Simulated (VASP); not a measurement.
# SiB6 (Pm-3m) in VASP: relaxation of cell and atoms with PBE

Aim: the relaxation of cell and atoms of SiB6 with PBE.

All numbers are computed with VASP 6.6.1; they aren't measurements. Logs are shortened: lines on timing, memory, paths and dates and some standing lists are left out, and cuts for length are marked.

### Step 1. The cell of the first run

It takes space group Pm-3m (No. 221, cubic). Conventional cell: a = 4.133 Å, b = 4.133 Å, c = 4.133 Å, α = 90.00°, β = 90.00°, γ = 90.00°. Within 4.2 Å of Si (site symmetry m-3m) lie 24 B at 3.04 Å and 6 Si at 4.13 Å. B (site symmetry 4mm) has 5 B at 1.66 to 1.75 Å within 2.2 Å.

The cell was generated, and may not be a known phase.

### Step 2. Relaxation of cell and atoms, PBE

INCAR

```
PREC = Accurate ; ENCUT = 600
EDIFF = 1E-6 ; ISMEAR = 0
SIGMA = 0.01 ; LREAL = False
LASPH = True ; NELM = 100
ALGO = Normal ; ISIF = 3
LWAVE = False ; LCHARG = False
GGA = PE ; IBRION = 2
NSW = 100 ; EDIFFG = -0.01
```

KPOINTS

```
regular mesh
0
Gamma
  10 10 10
```

POSCAR

```
SiB6
1.0
    4.1333631769      0.0000000000      0.0000000000
    0.0000000000      4.1333631769      0.0000000000
    0.0000000000      0.0000000000      4.1333631769
Si B
1 6
Direct
    0.0000000000      0.0000000000      0.0000000000
    0.7997617006      0.5000000000      0.5000000000
    0.2002382994      0.5000000000      0.5000000000
    0.5000000000      0.7997617006      0.5000000000
    0.5000000000      0.2002382994      0.5000000000
    0.5000000000      0.5000000000      0.7997617006
    0.5000000000      0.5000000000      0.2002382994
```

Potentials or basis: VASP PAW PBE potentials, release 64 (Si, B).

Launch:

```console
$ cat potpaw_PBE.64/Si/POTCAR potpaw_PBE.64/B/POTCAR > POTCAR
$ mpirun -np 1 vasp_std > vasp.out
```

OUTCAR:

```text
PREC = Accurate
   ENCUT = 600
   EDIFF = 1E-6
   ISMEAR = 0
   LREAL = False
   LASPH = True
   NELM = 100
   ISIF = 3
   GGA = PE
   IBRION = 2
   NSW = 100
   EDIFFG = -0.01

 ion  position               nearest neighbor table
   1  0.000  0.000  0.000-
   2  0.800  0.500  0.500-   3 1.66   4 1.75   5 1.75   6 1.75   7 1.75
   3  0.200  0.500  0.500-   2 1.66   4 1.75   5 1.75   6 1.75   7 1.75
   4  0.500  0.800  0.500-   5 1.66   3 1.75   2 1.75   6 1.75   7 1.75
   5  0.500  0.200  0.500-   4 1.66   3 1.75   2 1.75   6 1.75   7 1.75
   6  0.500  0.500  0.800-   7 1.66   3 1.75   4 1.75   5 1.75   2 1.75
   7  0.500  0.500  0.200-   6 1.66   3 1.75   4 1.75   5 1.75   2 1.75

  LATTYP: Found a simple cubic cell.
 ALAT       =     4.1333631769

  Lattice vectors:

 A1 = (   4.1333631769,   0.0000000000,   0.0000000000)
 A2 = (   0.0000000000,   4.1333631769,   0.0000000000)
 A3 = (   0.0000000000,   0.0000000000,   4.1333631769)

Analysis of symmetry for initial positions (statically):
=====================================================================
 Subroutine PRICEL returns:
 Original cell was already a primitive cell.

 Routine SETGRP: Setting up the symmetry group for a
 simple cubic supercell.

 Subroutine GETGRP returns: Found 48 space group operations
 (whereof 48 operations were pure point group operations)
 out of a pool of 48 trial point group operations.

The static configuration has the point symmetry O_h .

Analysis of symmetry for dynamics (positions and initial velocities):
=====================================================================
 Subroutine PRICEL returns:
 Original cell was already a primitive cell.

 Routine SETGRP: Setting up the symmetry group for a
 simple cubic supercell.

 Subroutine GETGRP returns: Found 48 space group operations
 (whereof 48 operations were pure point group operations)
 out of a pool of 48 trial point group operations.

The dynamic configuration has the point symmetry O_h .

 Subroutine INISYM returns: Found 48 space group operations
 (whereof 48 operations are pure point group operations),
 and found     1 'primitive' translations

----------------------------------------------------------------------------------------

                                     Primitive cell

  volume of cell :      70.6172

  direct lattice vectors                    reciprocal lattice vectors
     4.133363177  0.000000000  0.000000000     0.241933737  0.000000000  0.000000000
     0.000000000  4.133363177  0.000000000     0.000000000  0.241933737  0.000000000
     0.000000000  0.000000000  4.133363177     0.000000000  0.000000000  0.241933737

  length of vectors
     4.133363177  4.133363177  4.133363177     0.241933737  0.241933737  0.241933737

  position of ions in fractional coordinates (direct lattice)
     0.000000000  0.000000000  0.000000000
     0.799761701  0.500000000  0.500000000
     0.200238299  0.500000000  0.500000000
     0.500000000  0.799761701  0.500000000
     0.500000000  0.200238299  0.500000000
     0.500000000  0.500000000  0.799761701
     0.500000000  0.500000000  0.200238299

  ion indices of the primitive-cell ions
   primitive index   ion index
                 1           1
                 2           2
                 3           3
                 4           4
                 5           5
                 6           6
                 7           7

----------------------------------------------------------------------------------------

 KPOINTS: regular mesh

Automatic generation of k-mesh.
 Grid dimensions read from file:
 generate k-points for:   10   10   10

 Generating k-lattice:

  Cartesian coordinates                     Fractional coordinates (reciprocal lattice)
     0.024193374  0.000000000  0.000000000     0.100000000  0.000000000  0.000000000
     0.000000000  0.024193374  0.000000000     0.000000000  0.100000000  0.000000000
     0.000000000  0.000000000  0.024193374     0.000000000  0.000000000  0.100000000

  Length of vectors
     0.024193374  0.024193374  0.024193374

  Shift w.r.t. Gamma in fractional coordinates (k-lattice)
     0.000000000  0.000000000  0.000000000

 Subroutine IBZKPT returns following result:
 ===========================================

 Found     56 irreducible k-points:

 Following reciprocal coordinates:
            Coordinates               Weight
  0.000000  0.000000  0.000000      1.000000
  0.100000  0.000000  0.000000      6.000000
  0.200000  0.000000  0.000000      6.000000
  0.300000  0.000000  0.000000      6.000000
  0.400000  0.000000  0.000000      6.000000
  0.500000  0.000000  0.000000      3.000000
[... 16 lines left out ...]
  0.200000  0.100000  0.100000     24.000000
  0.300000  0.100000  0.100000     24.000000
 [... further k-points ...]
   k-points           NKPTS =     56   k-points in BZ     NKDIM =     56   number of bands    NBANDS=     15
   number of dos      NEDOS =    301   number of ions     NIONS =      7
   total plane-waves  NPLWV =  46656
   dimension x,y,z NGX =    36 NGY =   36 NGZ =   36
   dimension x,y,z NGXF=    72 NGYF=   72 NGZF=   72
   ions per type =               1   6
   NGX,Y,Z   is equivalent  to a cutoff of  14.48, 14.48, 14.48 a.u.
   NGXF,Y,Z  is equivalent  to a cutoff of  28.96, 28.96, 28.96 a.u.
 SYSTEM =  unknown system
   PREC   = accura    normal or accurate (medium, high low for compatibility)
   ISTART =      0    job   : 0-new  1-cont  2-samecut
   ICHARG =      2    charge: 1-file 2-atom 10-const
   ISPIN  =      1    spin polarized calculation?
   LNONCOLLINEAR =      F non collinear calculations
   LSORBIT =      F    spin-orbit coupling
   LASPH  =      T    aspherical Exc in radial PAW
   ENCUT  =  600.0 eV  44.10 Ry    6.64 a.u.   8.26  8.26  8.26*2*pi/ulx,y,z
   NELM   =    100;   NELMIN=  2; NELMDL= -5     # of ELM steps
   EDIFF  = 0.1E-05   stopping-criterion for ELM
   LREAL  =      F    real-space projection
   EDIFFG = -.1E-01   stopping-criterion for IOM
   NSW    =    100    number of steps for IOM
   IBRION =      2    ionic relax: 0-MD 1-quasi-New 2-CG
   NFREE  =      1    steps in history (QN), initial steepest desc. (CG)
   ISIF   =      3    stress and relaxation
   ISYM   =      2    0-nonsym 1-usesym 2-fastsym
   POTIM  = 0.5000    time-step for ionic-motion
   TEBEG  =    0.0;   TEEND  =   0.0 temperature during run
   PSTRESS=    0.0 pullay stress
   NELECT =      22.0000    total number of electrons
   NUPDOWN=      -1.0000    fix difference up-down
   EMIN   =  10.00;   EMAX   =-10.00  energy-range for DOS
   EFERMI =   0.00;   METHOD = LEGACY
   ISMEAR =     0;   SIGMA  =   0.01  broadening in eV -4-tet -1-fermi 0-gaus
   EFERMI_NEDOS =   21; number of points for ismear=-14 and -15
   IALGO  =     38    algorithm
   IMIX   =      4    mixing-type and parameters
     AMIX     =   0.40;   BMIX     =  1.00
     AMIX_MAG =   1.60;   BMIX_MAG =  1.00
  volume/ion in A,a.u.               =      10.09        68.08
  Fermi-wavevector in a.u.,A,eV,Ry     =   1.109802  2.097222 16.757757  1.231660
  Thomas-Fermi vector in A             =   2.246346
   LORBIT       =      0    0 simple, 1 ext, 2 COOP (PROOUT), +10 PAW based schemes
   GGA     = PE    functional components
   LHFCALC =     F    Hartree Fock is set to
   AEXX    =    0.0000 exact exchange contribution
   IVDW    =     0    specifies the selected vdW correction
   LEPSILON=     F    determine dielectric tensor
   LRPA    =     F    only Hartree local field effects (RPA)
 conjugate gradient relaxation of ions
 non-spin polarized calculation
 Gauss-broadening in eV      SIGMA  =   0.01
  energy-cutoff  :      600.00
  volume of cell :       70.62
 maximum number of plane-waves:      2379
 NGX is ok and might be reduce to    36
   NGX = 17   NGY = 17   NGZ = 17

--------------------------------------- Ionic step        1  -------------------------------------------

 number of electron      21.9999999 magnetization

 Free energy of the ion-electron system (eV)
  ---------------------------------------------------
  ext. energy  EPLUGINS =         0.00000000
  ---------------------------------------------------
  free energy    TOTEN  =       -42.47198112 eV

  energy without entropy =      -42.47198112  energy(sigma->0) =      -42.47198112

------------------------ aborting loop because EDIFF is reached ----------------------------------------

  FORCE on cell =-STRESS in cart. coord.  units (eV):
  Direction    XX          YY          ZZ          XY          YZ          ZX
  --------------------------------------------------------------------------------------
  -------------------------------------------------------------------------------------
  Total       -0.0320161     -0.0320161     -0.0320161     -0.0000000     -0.0000000      0.0000000
  in kB       -0.7263885     -0.7263885     -0.7263885     -0.0000000     -0.0000000      0.0000000
  external PRESSURE =      -0.7263885 kB  Pullay stress =       0.0000000 kB
[... 67 lines left out ...]
  energy  without entropy=      -42.4718962141  energy(sigma->0) =      -42.47189625

--------------------------------------- Ionic step        3  -------------------------------------------

 number of electron      21.9999999 magnetization

 Free energy of the ion-electron system (eV)
  ---------------------------------------------------
  ext. energy  EPLUGINS =         0.00000000
  ---------------------------------------------------
  free energy    TOTEN  =       -42.47201971 eV

  energy without entropy =      -42.47201970  energy(sigma->0) =      -42.47201970

 E-fermi :   5.2672     XC(G=0): -10.5477

 val. band max:        5.2390048052   @ k =   0.5000   0.0000   0.0000
 cond. band min:       5.2965713551   @ k =   0.5000   0.5000   0.0000
 fundamental gap:      0.0575665499
 Fermi energy:         5.2672170323

 k-point     1 :       0.0000    0.0000    0.0000
  band No.  band energies     occupation
      1      -9.6043      2.00000
      2      -3.7086      2.00000
      3      -1.8224      2.00000
      4      -1.8224      2.00000
      5      -1.8224      2.00000
      6      -0.1242      2.00000
      7      -0.1242      2.00000
      8       1.5937      2.00000
      9       5.0225      2.00000
     10       5.0225      2.00000
     11       5.0225      2.00000
     12       6.3960      0.00000
     13       6.3960      0.00000
     14       6.3960      0.00000
     15       8.0150      0.00000
[... 397 lines left out ...]
 k-point    24 :       0.3000    0.1000    0.1000
  band No.  band energies     occupation
      1      -9.2433      2.00000
      2      -4.8323      2.00000
      3      -2.5797      2.00000
      4      -1.8814      2.00000
      5      -0.4501      2.00000
      6       0.1737      2.00000
      7       0.6950      2.00000
      8       2.2740      2.00000
      9       2.3663      2.00000
     10       3.2273      2.00000
     11       4.3401      2.00000
     12       6.5387      0.00000
     13       7.0850      0.00000
     14       7.1690      0.00000
     15       7.3824      0.00000

 [... further k-points ...]

------------------------ aborting loop because EDIFF is reached ----------------------------------------

  FORCE on cell =-STRESS in cart. coord.  units (eV):
  Direction    XX          YY          ZZ          XY          YZ          ZX
  --------------------------------------------------------------------------------------
  -------------------------------------------------------------------------------------
  Total       -0.0263456     -0.0263456     -0.0263456      0.0000000     -0.0000000      0.0000000
  in kB       -0.5978738     -0.5978738     -0.5978738      0.0000000     -0.0000000      0.0000000
  external PRESSURE =      -0.5978738 kB  Pullay stress =       0.0000000 kB
[... 22 lines left out ...]
  FREE ENERGIE OF THE ION-ELECTRON SYSTEM (eV)
  ---------------------------------------------------
  free  energy   TOTEN  =       -42.4720197076 eV

  energy  without entropy=      -42.4720196956  energy(sigma->0) =      -42.47201970

 reached required accuracy - stopping structural energy minimisation
```

It took 52 s on 1 thread of Intel Xeon 6975P-C (Granite Rapids), shared host; peak memory 0.23 GiB.

What came out:

```yaml
Free_energy: -42.4720 eV
Relaxed_volume: 10.09 Å³/atom
Relaxed_cell: a = 4.133 Å, b = 4.133 Å, c = 4.133 Å, α = 90.00°, β = 90.00°, γ = 90.00°
Space_group_after_relaxing_to_0.1_Å: Pm-3m (No. 221)
Energy_gained_by_relaxing: 0.0 meV/atom
Ionic_steps: 3
Pressure_after_relaxing: -0.1 GPa
Band_gap_on_the_k_mesh: 0.06 eV (least direct gap 0.67 eV)
```

Forces on the atoms (eV/Å):
```
Si   0.000  0.000  0.000
B   -0.003  0.000  0.000
B    0.003  0.000  0.000
B    0.000 -0.003  0.000
B    0.000  0.003  0.000
B    0.000  0.000 -0.003
B    0.000  0.000  0.003
```

Final structure:
```
Si B
1.0
     4.13304    0.00000    0.00000
     0.00000    4.13304    0.00000
     0.00000    0.00000    4.13304
Si B
1 6
Direct
  0.00000 0.00000 0.00000
  0.79987 0.50000 0.50000
  0.20013 0.50000 0.50000
  0.50000 0.79987 0.50000
  0.50000 0.20013 0.50000
  0.50000 0.50000 0.79987
  0.50000 0.50000 0.20013
```

A k mesh can miss the band edges.
